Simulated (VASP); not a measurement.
# Ir16CO in VASP: relaxation of the atoms with PBE

Aim: the relaxation of the atoms of Ir16CO with PBE.

Program: VASP 6.6.1. These are calculated values, not measurements. Logs are shortened: lines on timing, memory, paths and dates and some standing lists are left out, and cuts for length are marked.

## Step 1: The cell of the first run

The cell holds a slab with vacuum, 18 atoms: a = 5.474 Å, b = 5.474 Å, c = 26.854 Å, α = 90.00°, β = 90.00°, γ = 120.00°.

## Step 2: Relaxation of the atoms, PBE

File INCAR:

```
  ALGO = Normal
  DIPOL = 0.5 0.5 0.463
  EDIFF = 1E-7
  EDIFFG = -0.03
  ENCUT = 520
  GGA = PE
  GGA_COMPAT = F
  IBRION = 2
  IDIPOL = 3
  ISIF = 2
  ISMEAR = 0
  KPAR = 4
  LASPH = T
  LCHARG = F
  LDIPOL = T
  LREAL = F
  LWAVE = F
  NELM = 120
  NELMDL = -8
  NELMIN = 4
  NSW = 90
  PREC = Accurate
  SIGMA = 0.1
```

File KPOINTS:

```
k-points
0
Gamma
  6 6 1
```

File POSCAR:

```
Ir16CO
1.0
    5.4739412009      0.0000000000      0.0000000000
   -2.7369706004      4.7405721388      0.0000000000
    0.0000000000      0.0000000000     26.8541814121
Ir C O
16 1 1
Selective dynamics
Direct
    0.3333333333      0.1666666667      0.3165242638  F F F
    0.3333333333      0.6666666667      0.3165242638  F F F
    0.8333333333      0.1666666667      0.3165242638  F F F
    0.8333333333      0.6666666667      0.3165242638  F F F
    0.6666666667      0.3333333333      0.3997413651  F F F
    0.6666666667      0.8333333333      0.3997413651  F F F
    0.1666666667      0.3333333333      0.3997413651  F F F
    0.1666666667      0.8333333333      0.3997413651  F F F
    0.0000000000      0.5000000000      0.4815663376  T T T
    0.0000000000      0.0000000000      0.4815663376  T T T
    0.5000000000      0.5000000000      0.4815663376  T T T
    0.5000000000      0.0000000000      0.4815663376  T T T
    0.3333333333      0.6666666667      0.5632208737  T T T
    0.3333333333      0.1666666667      0.5632208737  T T T
    0.8333333333      0.6666666667      0.5632208737  T T T
    0.8333333333      0.1666666667      0.5632208737  T T T
    0.0000000000      0.5000000000      0.6213123857  T T T
    0.0000000000      0.5000000000      0.6641362566  T T T
```

Potentials or basis: VASP PAW PBE potentials, release 64 (Ir, C, O).

On the command line:

```sh
$ cat potpaw_PBE.64/Ir/POTCAR potpaw_PBE.64/C/POTCAR potpaw_PBE.64/O/POTCAR > POTCAR
$ mpirun -np 4 vasp_std > vasp.out
```

OUTCAR:

```text
EDIFF = 1E-7
   EDIFFG = -0.03
   ENCUT = 520
   GGA = PE
   IBRION = 2
   ISIF = 2
   ISMEAR = 0
   LASPH = T
   LREAL = F
   NELM = 120
   NELMDL = -8
   NELMIN = 4
   NSW = 90
   PREC = Accurate

 ion  position               nearest neighbor table
   1  0.333  0.167  0.317-   7 2.74   8 2.74   5 2.74   2 2.74   2 2.74   3 2.74   3 2.74   4 2.74
                             4 2.74
   2  0.333  0.667  0.317-   8 2.74   7 2.74   6 2.74   1 2.74   1 2.74   4 2.74   4 2.74   3 2.74
                             3 2.74
   3  0.833  0.167  0.317-   5 2.74   6 2.74   7 2.74   4 2.74   4 2.74   1 2.74   1 2.74   2 2.74
                             2 2.74
   4  0.833  0.667  0.317-   6 2.74   5 2.74   8 2.74   3 2.74   3 2.74   2 2.74   2 2.74   1 2.74
                             1 2.74
   5  0.667  0.333  0.400-  12 2.71   9 2.71  11 2.71   3 2.74   4 2.74   1 2.74   6 2.74   6 2.74
                             7 2.74   7 2.74   8 2.74   8 2.74
   6  0.667  0.833  0.400-  11 2.71  10 2.71  12 2.71   4 2.74   3 2.74   2 2.74   5 2.74   5 2.74
                             8 2.74   8 2.74   7 2.74   7 2.74
   7  0.167  0.333  0.400-  10 2.71  11 2.71   9 2.71   1 2.74   2 2.74   3 2.74   8 2.74   8 2.74
                             5 2.74   5 2.74   6 2.74   6 2.74
   8  0.167  0.833  0.400-   9 2.71  12 2.71  10 2.71   2 2.74   1 2.74   4 2.74   7 2.74   7 2.74
                             6 2.74   6 2.74   5 2.74   5 2.74
   9  0.000  0.500  0.482-  16 2.70  13 2.70  15 2.70   8 2.71   5 2.71   7 2.71  10 2.74  10 2.74
                            11 2.74  11 2.74  12 2.74  12 2.74
  10  0.000  0.000  0.482-  15 2.70  14 2.70  16 2.70   7 2.71   6 2.71   8 2.71   9 2.74   9 2.74
                            12 2.74  12 2.74  11 2.74  11 2.74
  11  0.500  0.500  0.482-  14 2.70  15 2.70  13 2.70   6 2.71   7 2.71   5 2.71  12 2.74  12 2.74
                             9 2.74   9 2.74  10 2.74  10 2.74
  12  0.500  0.000  0.482-  13 2.70  16 2.70  14 2.70   5 2.71   8 2.71   6 2.71  11 2.74  11 2.74
                            10 2.74  10 2.74   9 2.74   9 2.74
  13  0.333  0.667  0.563-  17 2.22  12 2.70   9 2.70  11 2.70  14 2.74  14 2.74  15 2.74  15 2.74
                            16 2.74  16 2.74
  14  0.333  0.167  0.563-  11 2.70  10 2.70  12 2.70  13 2.74  13 2.74  16 2.74  16 2.74  15 2.74
                            15 2.74
  15  0.833  0.667  0.563-  17 2.22  10 2.70  11 2.70   9 2.70  16 2.74  16 2.74  13 2.74  13 2.74
                            14 2.74  14 2.74
  16  0.833  0.167  0.563-  17 2.22   9 2.70  12 2.70  10 2.70  15 2.74  15 2.74  14 2.74  14 2.74
                            13 2.74  13 2.74
  17  0.000  0.500  0.621-  18 1.15  16 2.22  13 2.22  15 2.22
  18  0.000  0.500  0.664-  17 1.15

  LATTYP: Found a hexagonal cell.
 ALAT       =     5.4739412009
 C/A-ratio  =     4.9058220442

  Lattice vectors:

 A1 = (   5.4739412009,   0.0000000000,   0.0000000000)
 A2 = (  -2.7369706004,   4.7405721388,   0.0000000000)
[... 196 lines left out ...]
 NGX is ok and might be reduce to    42
   NGX = 21   NGY = 21   NGZ = 99

 dipolmoment           0.000000      0.000000     -1.636148 electrons x Angstroem

--------------------------------------- Ionic step        1  -------------------------------------------

 number of electron     153.9999990 magnetization

 Free energy of the ion-electron system (eV)
  ---------------------------------------------------
  ext. energy  EPLUGINS =         0.00000000
  ---------------------------------------------------
  free energy    TOTEN  =      -150.51338198 eV

  energy without entropy =     -150.42074613  energy(sigma->0) =     -150.46706406

------------------------ aborting loop because EDIFF is reached ----------------------------------------

  FORCE on cell =-STRESS in cart. coord.  units (eV):
  Direction    XX          YY          ZZ          XY          YZ          ZX
  --------------------------------------------------------------------------------------
  -------------------------------------------------------------------------------------
  Total      -11.8994692    -11.8994692      1.8180575     -0.0000000      0.0000000      0.0000000
  in kB      -27.3586943    -27.3586943      4.1799915     -0.0000000      0.0000000      0.0000000
  external PRESSURE =     -16.8457990 kB  Pullay stress =       0.0000000 kB
[... 137 lines left out ...]
  FREE ENERGIE OF THE ION-ELECTRON SYSTEM (eV)
  ---------------------------------------------------
  free  energy   TOTEN  =      -150.3612756594 eV

  energy  without entropy=     -150.2705035645  energy(sigma->0) =     -150.31588961

[... ionic steps 4 to 23 ...]

--------------------------------------- Ionic step       24  -------------------------------------------

 number of electron     153.9999995 magnetization

------------------------ aborting loop because EDIFF is reached ----------------------------------------
[... 99 lines left out ...]
--------------------------------------- Ionic step       26  -------------------------------------------

 number of electron     153.9999996 magnetization

 dipolmoment           0.000000      0.000000      0.151486 electrons x Angstroem

 Free energy of the ion-electron system (eV)
  ---------------------------------------------------
  ext. energy  EPLUGINS =         0.00000000
  ---------------------------------------------------
  free energy    TOTEN  =      -150.77993205 eV

  energy without entropy =     -150.69539693  energy(sigma->0) =     -150.73766449

 E-fermi :  -0.4499     XC(G=0):  -5.5728

 val. band max:       -0.4671584408   @ k =   0.3333   0.1667   0.0000
 cond. band min:      -0.4172502153   @ k =   0.5000   0.0000   0.0000
 fundamental gap:      0.0499082255
 Fermi energy:        -0.4498763578

 k-point     1 :       0.0000    0.0000    0.0000
  band No.  band energies     occupation
      1     -22.5493      2.00000
      2     -11.5442      2.00000
      3     -10.5981      2.00000
      4      -9.0746      2.00000
      5      -8.0676      2.00000
      6      -7.9568      2.00000
[... 633 lines left out ...]
     88      -0.0253      0.00000
     89      -0.0190      0.00000
 [bands above 89 left out]

------------------------ aborting loop because EDIFF is reached ----------------------------------------

 vacuum level on the upper side and lower side of the slab       (xc-potential included)         0.470        -0.573

  FORCE on cell =-STRESS in cart. coord.  units (eV):
  Direction    XX          YY          ZZ          XY          YZ          ZX
  --------------------------------------------------------------------------------------
  -------------------------------------------------------------------------------------
  Total      -11.6734421    -11.6734421     -4.1788116     -0.0000000      0.0000000      0.0000000
  in kB      -26.8390234    -26.8390234     -9.6077250     -0.0000000      0.0000000      0.0000000
  external PRESSURE =     -21.0952572 kB  Pullay stress =       0.0000000 kB
[... 33 lines left out ...]
  FREE ENERGIE OF THE ION-ELECTRON SYSTEM (eV)
  ---------------------------------------------------
  free  energy   TOTEN  =      -150.7799320502 eV

  energy  without entropy=     -150.6953969288  energy(sigma->0) =     -150.73766449

 reached required accuracy - stopping structural energy minimisation

 vacuum level on the upper side and lower side of the slab         6.040         4.974
```

OSZICAR:

```text
N       E                     dE             d eps       ncg     rms          rms(c)
DAV:   1     0.158290208181E+04    0.15829E+04   -0.62483E+04  1288   0.144E+03
DAV:   2     0.395205313456E+02   -0.15434E+04   -0.14443E+04  1312   0.444E+02
DAV:   3    -0.147050629401E+03   -0.18657E+03   -0.17586E+03  1888   0.140E+02
DAV:   4    -0.161353241758E+03   -0.14303E+02   -0.13237E+02  1824   0.358E+01
[... 514 lines left out ...]
DAV:   7    -0.150779942280E+03    0.10675E-04   -0.11208E-04  2304   0.806E-02    0.308E-02
DAV:   8    -0.150779935898E+03    0.63825E-05   -0.32662E-05  2344   0.359E-02    0.204E-02
DAV:   9    -0.150779932764E+03    0.31339E-05   -0.74556E-06  2224   0.191E-02    0.862E-03
DAV:  10    -0.150779932057E+03    0.70695E-06   -0.18959E-06  2016   0.935E-03    0.299E-03
DAV:  11    -0.150779932050E+03    0.67030E-08   -0.50057E-07  1396   0.476E-03
  26 F= -.15077993E+03 E0= -.15073766E+03  d E =-.470086E-03
```

Run time: 2 h. Hardware: 4 MPI ranks of Intel Xeon Platinum 8488C (Sapphire Rapids), shared host; peak memory 1.1 GiB.

What came out:

| Item | Value |
| --- | --- |
| Free energy | -150.7799 eV |
| Energy gained by relaxing | 14.8 meV/atom |
| Ionic steps | 26 |
| Band gap on the k mesh | zero (bands 77 and 78 overlap by 1.27 eV) |

Step by step:
| step | energy change (eV) | largest force on free atoms (eV/Å) | pressure (GPa) |
| --- | --- | --- | --- |
| 1 | 0.0000 | 4.6209 | -1.68 |
| 2 | 1.9163 | 8.2876 | -2.83 |
| 3 | 0.1521 | 5.8828 | -2.61 |
| 4 | -0.0947 | 2.2752 | -2.24 |
| 5 | -0.1065 | 1.2335 | -2.13 |
| 6 | -0.1069 | 0.9876 | -2.11 |
| 7 | -0.2119 | 0.5732 | -2.22 |
| 8 | -0.2342 | 0.4948 | -2.24 |
| 9 | -0.2580 | 0.5487 | -2.24 |
| 10 | -0.2588 | 0.6453 | -2.23 |
| 11 | -0.2169 | 2.3878 | -2.47 |
| 12 | -0.2615 | 0.1894 | -2.29 |
| 13 | -0.2641 | 0.0991 | -2.27 |
| 14 | -0.2647 | 0.0738 | -2.25 |
| 15 | -0.2652 | 0.0672 | -2.24 |
| 16 | -0.2657 | 0.1271 | -2.21 |
| 17 | -0.2655 | 0.2457 | -2.17 |
| 18 | -0.2659 | 0.1702 | -2.20 |
| 19 | -0.2660 | 0.0811 | -2.18 |
| 20 | -0.2661 | 0.0726 | -2.17 |
| 21 | -0.2661 | 0.0730 | -2.17 |
| 22 | -0.2661 | 0.0696 | -2.16 |
| 23 | -0.2663 | 0.0588 | -2.15 |
| 24 | -0.2665 | 0.0370 | -2.13 |
| 25 | -0.2664 | 0.0433 | -2.08 |
| 26 | -0.2666 | 0.0235 | -2.11 |

Final structure:
```cif
data_structure
_symmetry_space_group_name_H-M 'P 1'
_symmetry_Int_Tables_number 1
_cell_length_a 5.4739
_cell_length_b 5.4739
_cell_length_c 26.8542
_cell_angle_alpha 90.000
_cell_angle_beta 90.000
_cell_angle_gamma 120.000
_cell_volume 696.86
loop_
_atom_site_label
_atom_site_type_symbol
_atom_site_fract_x
_atom_site_fract_y
_atom_site_fract_z
_atom_site_occupancy
Ir1 Ir 0.33333 0.16667 0.31652 1
Ir2 Ir 0.33333 0.66667 0.31652 1
Ir3 Ir 0.83333 0.16667 0.31652 1
Ir4 Ir 0.83333 0.66667 0.31652 1
Ir5 Ir 0.66667 0.33333 0.39974 1
Ir6 Ir 0.66667 0.83333 0.39974 1
Ir7 Ir 0.16667 0.33333 0.39974 1
Ir8 Ir 0.16667 0.83333 0.39974 1
Ir9 Ir 0.00000 0.50000 0.48160 1
Ir10 Ir 0.00201 0.00100 0.48128 1
Ir11 Ir 0.49900 0.49799 0.48128 1
Ir12 Ir 0.49900 0.00100 0.48128 1
Ir13 Ir 0.34169 0.67084 0.56572 1
Ir14 Ir 0.33333 0.16667 0.56214 1
Ir15 Ir 0.82916 0.67084 0.56572 1
Ir16 Ir 0.82916 0.15831 0.56572 1
C1 C 0.00000 0.50000 0.61686 1
O1 O 0.00000 0.50000 0.66151 1
```

Levels at points of the mesh, in eV from the Fermi level:
```tsv
k point	band 77	band 78	band 79	band 80	band 81	band 82
(0.00, 0.00, 0.00)	0.70	0.76	0.84	0.86	0.86	1.02
(0.50, 0.00, 0.00)	-0.63	-0.57	-0.13	0.03	0.09	0.17
```

Caveat: spin-orbit coupling is left out, which moves the levels of the heavy elements.

The gap in the log of VASP goes by the Fermi energy; the results here count the filled bands.